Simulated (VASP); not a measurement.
Runs of VASP 6.6.1 on K2ICl. The structure is that of space group R-3m (No. 166), or close to it. The cells are those of the table. 

```tsv
cell	gap on the mesh (eV)	pressure (GPa)	largest force (eV/Å)
a = 8.180 Å, angles 33.2°, 4 atoms	3.89	(a)	0.03
a = 8.266 Å, angles 33.2°, 4 atoms	3.81	0.4	0.01
a = 8.227 Å, angles 33.3°, 4 atoms	3.81	0.6	0.02
a = 8.433 Å, angles 33.2°, 4 atoms	3.67	-0.3	0.01
a = 8.514 Å, angles 33.2°, 4 atoms	(d)	(c)	0.03
a = 8.350 Å, angles 33.2°, 4 atoms	3.74	(b)	-
```

Alike in all rows: task single point; level PBE; potentials or basis VASP PAW PBE potentials, release 64 (Cl, I, K_sv); no spin polarisation; k mesh 6 × 6 × 6; cutoff (eV) 520; smearing gaussian 0.01 eV.

Q: Estimate the missing entries.

A: (a) 1.0; (b) 0.0; (c) -0.7; (d) 3.60.

Caveats: spin-orbit coupling is left out, which moves the levels of the heavy elements.

A k mesh can miss the band edges, and the runs leave out spin-orbit coupling on I.
